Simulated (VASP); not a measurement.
A run of VASP 6.6.1 is set up as follows.

The input INCAR:

```
SYSTEM = K
  PREC = Accurate
  ENCUT = 520
  EDIFF = 1E-7
  ISMEAR = 0
  SIGMA = 0.1
  LREAL = .FALSE.
  LASPH = .TRUE.
  NELM = 100
  ALGO = Fast
  ISIF = 2
  LWAVE = .FALSE.
  LCHARG = .FALSE.
  GGA = PE
  NBANDS = 30
```

Contents of KPOINTS:

```
Automatic mesh
0
G
  6 6 6
  0 0 0
```

Contents of POSCAR:

```
K
1.0
    4.3041050359     -4.3035535485      0.0000000000
    4.3041050359      4.3035535485      0.0000000000
    0.0000000000      0.0000000000     11.4093034212
K
5
Direct
    0.5000000000      0.0000000000      0.3099949661
    0.0000000000      0.5000000000      0.6900050339
    0.0000000000      0.5000000000      0.3099949661
    0.5000000000      0.0000000000      0.6900050339
    0.0000000000      0.0000000000      0.0000000000
```

Potentials or basis: VASP PAW PBE potentials, release 64 (K_sv).

Launch:

```bash
$ cat potpaw_PBE.64/K_sv/POTCAR > POTCAR
$ mpirun -np 1 vasp_std > vasp.out
```

(1) What does it give for the band gap on the k mesh?

(2) What does it give for the pressure?

## Answers

(1) zero (an odd number of electrons rules out a gap without spin polarisation).

(2) 0.0 GPa.
